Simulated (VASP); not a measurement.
# NaBeF3 (Pmc2_1) in VASP: notebook

NaBeF3 is run at these levels: PBE; tasks: single point.

Everything below comes from runs of VASP 6.6.1. Logs are shortened: lines on timing, memory, paths and dates and some standing lists are left out, and cuts for length are marked.

## 1. The cell of the first run

It takes space group Pmc2_1 (No. 26, orthorhombic). The conventional cell has a = 2.945 Å, b = 5.115 Å, c = 9.665 Å, α = 90.00°, β = 90.00°, γ = 90.00°. Na (site symmetry m) has 5 F at 2.19 to 2.31 Å and 2 Na at 2.94 Å within 3.0 Å. Be (site symmetry m) has 4 F at 1.51 to 1.71 Å within 2.0 Å. F (site symmetry m) has 2 Be at 1.71 Å and 1 Na at 2.31 Å within 2.4 Å. Within 2.0 Å of F (site symmetry m) lie 1 Be at 1.52 Å. F (site symmetry m) has 1 Be at 1.51 Å within 2.0 Å.

## 2. Single point, PBE

File INCAR:

```
  ALGO = Normal
  EDIFF = 1E-6
  ENCUT = 520
  GGA = PE
  ISIF = 2
  ISMEAR = 0
  LASPH = T
  LCHARG = T
  LELF = T
  LREAL = F
  LVHAR = T
  LWAVE = F
  NBANDS = 41
  NELM = 100
  PREC = Accurate
  SIGMA = 0.1
```

File KPOINTS:

```
k-points
0
Gamma
  6 4 2
```

File POSCAR:

```
NaBeF3
1.0
    2.9448002807      0.0000000000      0.0000000000
    0.0000000000      5.1154580972      0.0000000000
    0.0000000000      0.0000000000      9.6649370276
Na Be F
2 2 6
Direct
    0.0000000000      0.2318240217      0.9020502578
    0.0000000000      0.7681759783      0.4020502578
    0.5000000000      0.2517558050      0.2231703862
    0.5000000000      0.7482441950      0.7231703862
    0.0000000000      0.3743800324      0.2847174498
    0.0000000000      0.6256199676      0.7847174498
    0.5000000000      0.9697420281      0.2718354341
    0.5000000000      0.0302579719      0.7718354341
    0.5000000000      0.3025923216      0.0687509213
    0.5000000000      0.6974076784      0.5687509213
```

Potentials or basis: VASP PAW PBE potentials, release 64 (Na_pv, Be, F).

Run with:

```bash
> cat potpaw_PBE.64/Na_pv/POTCAR potpaw_PBE.64/Be/POTCAR potpaw_PBE.64/F/POTCAR > POTCAR
> mpirun -np 1 vasp_std > vasp.out
```

OUTCAR:

```text
EDIFF = 1E-6
   ENCUT = 520
   GGA = PE
   ISIF = 2
   ISMEAR = 0
   LASPH = T
   LREAL = F
   NELM = 100
   PREC = Accurate

 ion  position               nearest neighbor table
   1  0.000  0.232  0.902-   8 2.19   8 2.19   9 2.21   9 2.21   6 2.31
   2  0.000  0.768  0.402-   7 2.19   7 2.19  10 2.21  10 2.21   5 2.31
   3  0.500  0.252  0.223-   9 1.51   7 1.52   5 1.71   5 1.71
   4  0.500  0.748  0.723-  10 1.51   8 1.52   6 1.71   6 1.71
   5  0.000  0.374  0.285-   3 1.71   3 1.71   2 2.31
   6  0.000  0.626  0.785-   4 1.71   4 1.71   1 2.31
   7  0.500  0.970  0.272-   3 1.52   2 2.19   2 2.19
   8  0.500  0.030  0.772-   4 1.52   1 2.19   1 2.19
   9  0.500  0.303  0.069-   3 1.51   1 2.21   1 2.21
  10  0.500  0.697  0.569-   4 1.51   2 2.21   2 2.21

  LATTYP: Found a simple orthorhombic cell.
 ALAT       =     2.9448002807
 B/A-ratio  =     1.7371154610
 C/A-ratio  =     3.2820348093

  Lattice vectors:

 A1 = (   2.9448002807,   0.0000000000,   0.0000000000)
 A2 = (   0.0000000000,   5.1154580972,   0.0000000000)
 A3 = (   0.0000000000,   0.0000000000,   9.6649370276)

Analysis of symmetry for initial positions (statically):
=====================================================================
 Subroutine PRICEL returns:
 Original cell was already a primitive cell.

 Routine SETGRP: Setting up the symmetry group for a
 simple orthorhombic supercell.

 Subroutine GETGRP returns: Found  4 space group operations
 (whereof  2 operations were pure point group operations)
 out of a pool of  8 trial point group operations.

The static configuration has the point symmetry C_1h.
 The point group associated with its full space group is C_2v.

Analysis of symmetry for dynamics (positions and initial velocities):
=====================================================================
 Subroutine PRICEL returns:
 Original cell was already a primitive cell.

 Routine SETGRP: Setting up the symmetry group for a
 simple orthorhombic supercell.

 Subroutine GETGRP returns: Found  4 space group operations
 (whereof  2 operations were pure point group operations)
 out of a pool of  8 trial point group operations.

The dynamic configuration has the point symmetry C_1h.
 The point group associated with its full space group is C_2v.

 Subroutine INISYM returns: Found  4 space group operations
 (whereof  2 operations are pure point group operations),
 and found     1 'primitive' translations

----------------------------------------------------------------------------------------

                                     Primitive cell

  volume of cell :     145.5926

  direct lattice vectors                    reciprocal lattice vectors
     2.944800281  0.000000000  0.000000000     0.339581603  0.000000000  0.000000000
     0.000000000  5.115458097  0.000000000     0.000000000  0.195485914  0.000000000
     0.000000000  0.000000000  9.664937028     0.000000000  0.000000000  0.103466789

  length of vectors
     2.944800281  5.115458097  9.664937028     0.339581603  0.195485914  0.103466789

  position of ions in fractional coordinates (direct lattice)
     0.000000000  0.231824022  0.902050258
     0.000000000  0.768175978  0.402050258
     0.500000000  0.251755805  0.223170386
     0.500000000  0.748244195  0.723170386
     0.000000000  0.374380032  0.284717450
     0.000000000  0.625619968  0.784717450
     0.500000000  0.969742028  0.271835434
     0.500000000  0.030257972  0.771835434
     0.500000000  0.302592322  0.068750921
     0.500000000  0.697407678  0.568750921

  ion indices of the primitive-cell ions
   primitive index   ion index
                 1           1
                 2           2
                 3           3
                 4           4
                 5           5
                 6           6
                 7           7
                 8           8
                 9           9
                10          10

----------------------------------------------------------------------------------------

 KPOINTS: k-points

Automatic generation of k-mesh.
 Grid dimensions read from file:
 generate k-points for:    6    4    2

 Generating k-lattice:

  Cartesian coordinates                     Fractional coordinates (reciprocal lattice)
     0.056596934  0.000000000  0.000000000     0.166666667  0.000000000  0.000000000
     0.000000000  0.048871478  0.000000000     0.000000000  0.250000000  0.000000000
     0.000000000  0.000000000  0.051733394     0.000000000  0.000000000  0.500000000

  Length of vectors
     0.056596934  0.048871478  0.051733394

  Shift w.r.t. Gamma in fractional coordinates (k-lattice)
     0.000000000  0.000000000  0.000000000

 Subroutine IBZKPT returns following result:
 ===========================================

 Found     24 irreducible k-points:

 Following reciprocal coordinates:
            Coordinates               Weight
  0.000000  0.000000  0.000000      1.000000
  0.166667  0.000000  0.000000      2.000000
  0.333333  0.000000  0.000000      2.000000
  0.500000  0.000000  0.000000      1.000000
  0.000000  0.250000  0.000000      2.000000
  0.166667  0.250000  0.000000      4.000000
[... 16 lines left out ...]
  0.333333  0.500000  0.500000      2.000000
  0.500000  0.500000  0.500000      1.000000
   k-points           NKPTS =     24   k-points in BZ     NKDIM =     24   number of bands    NBANDS=     41
   number of dos      NEDOS =    301   number of ions     NIONS =     10
   total plane-waves  NPLWV =  69120
   dimension x,y,z NGX =    24 NGY =   40 NGZ =   72
   dimension x,y,z NGXF=    48 NGYF=   80 NGZF=  144
   ions per type =               2   2   6
   NGX,Y,Z   is equivalent  to a cutoff of  13.55, 13.00, 12.38 a.u.
   NGXF,Y,Z  is equivalent  to a cutoff of  27.10, 26.00, 24.77 a.u.
 SYSTEM =  unknown system
   PREC   = accura    normal or accurate (medium, high low for compatibility)
   ISTART =      0    job   : 0-new  1-cont  2-samecut
   ICHARG =      2    charge: 1-file 2-atom 10-const
   ISPIN  =      1    spin polarized calculation?
   LNONCOLLINEAR =      F non collinear calculations
   LSORBIT =      F    spin-orbit coupling
   LASPH  =      T    aspherical Exc in radial PAW
   ENCUT  =  520.0 eV  38.22 Ry    6.18 a.u.   5.48  9.51 17.97*2*pi/ulx,y,z
   NELM   =    100;   NELMIN=  2; NELMDL= -5     # of ELM steps
   EDIFF  = 0.1E-05   stopping-criterion for ELM
   LREAL  =      F    real-space projection
   EDIFFG = 0.1E-04   stopping-criterion for IOM
   NSW    =      0    number of steps for IOM
   IBRION =     -1    ionic relax: 0-MD 1-quasi-New 2-CG
   NFREE  =      0    steps in history (QN), initial steepest desc. (CG)
   ISIF   =      2    stress and relaxation
   ISYM   =      2    0-nonsym 1-usesym 2-fastsym
   POTIM  = 0.5000    time-step for ionic-motion
   TEBEG  =    0.0;   TEEND  =   0.0 temperature during run
   PSTRESS=    0.0 pullay stress
   NELECT =      60.0000    total number of electrons
   NUPDOWN=      -1.0000    fix difference up-down
   EMIN   =  10.00;   EMAX   =-10.00  energy-range for DOS
   EFERMI =   0.00;   METHOD = LEGACY
   ISMEAR =     0;   SIGMA  =   0.10  broadening in eV -4-tet -1-fermi 0-gaus
   EFERMI_NEDOS =   21; number of points for ismear=-14 and -15
   IALGO  =     38    algorithm
   IMIX   =      4    mixing-type and parameters
     AMIX     =   0.40;   BMIX     =  1.00
     AMIX_MAG =   1.60;   BMIX_MAG =  1.00
  volume/ion in A,a.u.               =      14.56        98.25
  Fermi-wavevector in a.u.,A,eV,Ry     =   1.218275  2.302207 20.193696  1.484195
  Thomas-Fermi vector in A             =   2.353567
   LORBIT       =      0    0 simple, 1 ext, 2 COOP (PROOUT), +10 PAW based schemes
   GGA     = PE    functional components
   LHFCALC =     F    Hartree Fock is set to
   AEXX    =    0.0000 exact exchange contribution
   IVDW    =     0    specifies the selected vdW correction
   LEPSILON=     F    determine dielectric tensor
   LRPA    =     F    only Hartree local field effects (RPA)
 non-spin polarized calculation
 Gauss-broadening in eV      SIGMA  =   0.10
  energy-cutoff  :      520.00
  volume of cell :      145.59
 maximum number of plane-waves:      3954
 NGX is ok and might be reduce to    24
   NGX = 11   NGY = 19   NGZ = 35

 number of electron      59.9999935 magnetization

 Free energy of the ion-electron system (eV)
  ---------------------------------------------------
  ext. energy  EPLUGINS =         0.00000000
  ---------------------------------------------------
  free energy    TOTEN  =       -51.20746297 eV

  energy without entropy =      -51.20746297  energy(sigma->0) =      -51.20746297

 E-fermi :  -3.2147     XC(G=0):  -7.6134

 val. band max:       -3.7311265037   @ k =   0.0000   0.0000   0.0000
 cond. band min:       3.0500284132   @ k =   0.0000   0.0000   0.0000
 fundamental gap:      6.7811549169
 Fermi energy:        -3.2146980884

 k-point     1 :       0.0000    0.0000    0.0000
  band No.  band energies     occupation
      1     -24.4511      2.00000
      2     -24.4286      2.00000
      3     -23.6631      2.00000
      4     -23.6495      2.00000
      5     -23.4767      2.00000
      6     -23.4316      2.00000
[... 33 lines left out ...]
     40       9.7807      0.00000
     41      11.1737      0.00000

 k-point     2 :       0.1667    0.0000    0.0000
  band No.  band energies     occupation
      1     -24.3830      2.00000
      2     -24.3724      2.00000
      3     -23.5998      2.00000
      4     -23.5767      2.00000
      5     -23.5258      2.00000
      6     -23.4709      2.00000
[... 957 lines left out ...]
     40      10.7911      0.00000
     41      11.9587      0.00000

 k-point    24 :       0.5000    0.5000    0.5000
  band No.  band energies     occupation
      1     -24.1685      2.00000
      2     -24.1685      2.00000
      3     -23.6646      2.00000
      4     -23.6646      2.00000
      5     -23.3089      2.00000
      6     -23.3089      2.00000
[... 33 lines left out ...]
     40      10.6736      0.00000
     41      10.9468      0.00000

------------------------ aborting loop because EDIFF is reached ----------------------------------------

  FORCE on cell =-STRESS in cart. coord.  units (eV):
  Direction    XX          YY          ZZ          XY          YZ          ZX
  --------------------------------------------------------------------------------------
  -------------------------------------------------------------------------------------
  Total       -0.2217474      0.6809280     -0.0828480      0.0000000      0.0000000      0.0000000
  in kB       -2.4402237      7.4932869     -0.9117025      0.0000000      0.0000000      0.0000000
  external PRESSURE =       1.3804536 kB  Pullay stress =       0.0000000 kB

 VOLUME and BASIS-vectors are now :
 -----------------------------------------------------------------------------
  energy-cutoff  :      520.00
  volume of cell :      145.59
      direct lattice vectors                 reciprocal lattice vectors
     2.944800281  0.000000000  0.000000000     0.339581603  0.000000000  0.000000000
     0.000000000  5.115458097  0.000000000     0.000000000  0.195485914  0.000000000
     0.000000000  0.000000000  9.664937028     0.000000000  0.000000000  0.103466789

 POSITION                                       TOTAL-FORCE (eV/Angst)
 -----------------------------------------------------------------------------------
      0.00000      1.18589      8.71826         0.000000      0.078954      0.045150
      0.00000      3.92957      3.88579         0.000000     -0.078954      0.045150
      1.47240      1.28785      2.15693         0.000000     -0.021262     -0.027907
      1.47240      3.82761      6.98940         0.000000      0.021262     -0.027907
      0.00000      1.91513      2.75178         0.000000      0.064570     -0.063305
      0.00000      3.20033      7.58424         0.000000     -0.064570     -0.063305
      1.47240      4.96067      2.62727         0.000000      0.051723      0.000546
      1.47240      0.15478      7.45974         0.000000     -0.051723      0.000546
      1.47240      1.54790      0.66447         0.000000     -0.066932      0.045515
      1.47240      3.56756      5.49694         0.000000      0.066932      0.045515
 -----------------------------------------------------------------------------------
    total drift:                                0.000000      0.000000      0.000133

  FREE ENERGIE OF THE ION-ELECTRON SYSTEM (eV)
  ---------------------------------------------------
  free  energy   TOTEN  =       -51.2074629689 eV

  energy  without entropy=      -51.2074629689  energy(sigma->0) =      -51.20746297
```

It took 1.8 min on 1 thread of Intel Xeon Platinum 8259CL at 2.50GHz (Skylake/Cascade Lake), shared host; peak memory 0.3 GiB.

Results:

| Item | Value |
| --- | --- |
| Free energy | -51.2075 eV |
| Pressure | 0.1 GPa |
| Largest force | 0.091 eV/Å |
| Band gap on the k mesh | 6.78 eV |

Forces on the atoms (eV/Å):
```
Na   0.000  0.079  0.045
Na   0.000 -0.079  0.045
Be   0.000 -0.021 -0.028
Be   0.000  0.021 -0.028
F    0.000  0.065 -0.063
F    0.000 -0.065 -0.063
F    0.000  0.052  0.001
F    0.000 -0.052  0.001
F    0.000 -0.067  0.046
F    0.000  0.067  0.046
```

Stress tensor (GPa, compression positive):
```
-0.24  0.00  0.00
 0.00  0.75  0.00
 0.00  0.00 -0.09
```

Levels at points of the mesh, in eV from the valence-band top:
```tsv
k point	band 26	band 27	band 28	band 29	band 30	band 31	band 32	band 33	band 34	band 35
(0.00, 0.00, 0.00)	-0.13	-0.10	-0.07	-0.03	0.00	6.78	8.44	8.93	10.83	12.05
(0.50, 0.00, 0.00)	-0.54	-0.51	-0.50	-0.29	-0.17	11.14	11.62	11.79	12.15	12.74
(0.00, 0.50, 0.00)	-0.13	-0.13	-0.12	-0.04	-0.01	8.40	8.55	9.36	9.88	10.63
(0.50, 0.50, 0.00)	-0.53	-0.44	-0.37	-0.26	-0.11	11.82	11.85	11.94	12.16	12.24
(0.00, 0.00, 0.50)	-0.15	-0.12	-0.12	-0.01	-0.01	7.32	7.32	10.21	10.21	12.17
(0.50, 0.00, 0.50)	-0.60	-0.52	-0.52	-0.21	-0.21	11.38	11.38	11.80	11.80	13.37
(0.00, 0.50, 0.50)	-0.17	-0.13	-0.13	-0.02	-0.02	8.63	8.63	9.18	9.18	11.43
(0.50, 0.50, 0.50)	-0.60	-0.41	-0.41	-0.17	-0.17	11.88	11.88	11.90	11.90	12.69
```

A k mesh can miss the band edges.

## 3. Single point, PBE

This run uses another cell than the first one, of 14.79 Å³/atom.

File INCAR:

```
SYSTEM = NaBeF3
PREC = Accurate
ENCUT = 520
EDIFF = 1E-7
ISMEAR = 0
SIGMA = 0.1
LREAL = .FALSE.
LASPH = .TRUE.
NELM = 100
ALGO = Normal
ISIF = 2
LWAVE = .FALSE.
LCHARG = .FALSE.
GGA = PE
NBANDS = 41
```

File KPOINTS:

```
Automatic mesh
0
G
  6 4 2
  0 0 0
```

File POSCAR:

```
NaBeF3
1.0
    2.9189602594      0.0000000000      0.0000000000
    0.0000000000      5.1928502099      0.0000000000
    0.0000000000      0.0000000000      9.7551408895
Na Be F
2 2 6
Direct
    0.0000000000      0.1730080607      0.9062171907
    0.0000000000      0.8269919393      0.4062171907
    0.5000000000      0.3230052318      0.2182548730
    0.5000000000      0.6769947682      0.7182548730
    0.0000000000      0.4748260082      0.2572454958
    0.0000000000      0.5251739918      0.7572454958
    0.5000000000      1.0802467924      0.3046038169
    0.5000000000     -0.0802467924      0.8046038169
    0.5000000000      0.2881770162      0.0642030728
    0.5000000000      0.7118229838      0.5642030728
```

Potentials or basis: VASP PAW PBE potentials, release 64 (Na_pv, Be, F).

Run with:

```bash
> cat potpaw_PBE.64/Na_pv/POTCAR potpaw_PBE.64/Be/POTCAR potpaw_PBE.64/F/POTCAR > POTCAR
> mpirun -np 1 vasp_std > vasp.out
```

Wall time 2 min (1 thread of Intel Xeon Platinum 8259CL at 2.50GHz (Skylake/Cascade Lake), shared host); peak memory 0.31 GiB.

The run converged. Its results:

| Quantity | Value |
| --- | --- |
| Free energy | -51.2787 eV |
| Pressure | 0.1 GPa |
| Largest force | 0.034 eV/Å |
| Band gap on the k mesh | 6.73 eV |

Forces in eV/Å, atoms in the order of the input:
```
Na   0.000  0.008 -0.004
Na   0.000 -0.008 -0.004
Be   0.000  0.033  0.009
Be   0.000 -0.033  0.009
F    0.000  0.014  0.008
F    0.000 -0.014  0.008
F    0.000 -0.025  0.016
F    0.000  0.025  0.016
F    0.000 -0.005 -0.029
F    0.000  0.005 -0.029
```

Stress tensor (GPa, compression positive):
```
-0.03  0.00  0.00
 0.00  0.14  0.00
 0.00  0.00  0.15
```

Levels at points of the mesh, in eV from the valence-band top:
| k point | band 28 | band 29 | band 30 | band 31 | band 32 | band 33 |
| --- | --- | --- | --- | --- | --- | --- |
| (0.00, 0.00, 0.00) | -0.08 | -0.02 | 0.00 | 6.73 | 8.43 | 8.65 |
| (0.50, 0.00, 0.00) | -0.52 | -0.20 | -0.15 | 11.13 | 11.64 | 11.65 |
| (0.00, 0.50, 0.00) | -0.12 | -0.03 | 0.00 | 8.32 | 8.52 | 9.40 |
| (0.50, 0.50, 0.00) | -0.43 | -0.25 | -0.08 | 11.80 | 11.97 | 11.97 |
| (0.00, 0.00, 0.50) | -0.12 | -0.01 | -0.01 | 7.25 | 7.25 | 10.04 |
| (0.50, 0.00, 0.50) | -0.53 | -0.17 | -0.17 | 11.32 | 11.32 | 11.77 |
| (0.00, 0.50, 0.50) | -0.13 | -0.01 | -0.01 | 8.61 | 8.61 | 9.07 |
| (0.50, 0.50, 0.50) | -0.48 | -0.16 | -0.16 | 11.94 | 11.94 | 12.00 |

A k mesh can miss the band edges.

(Continued in part 2 of 2.)
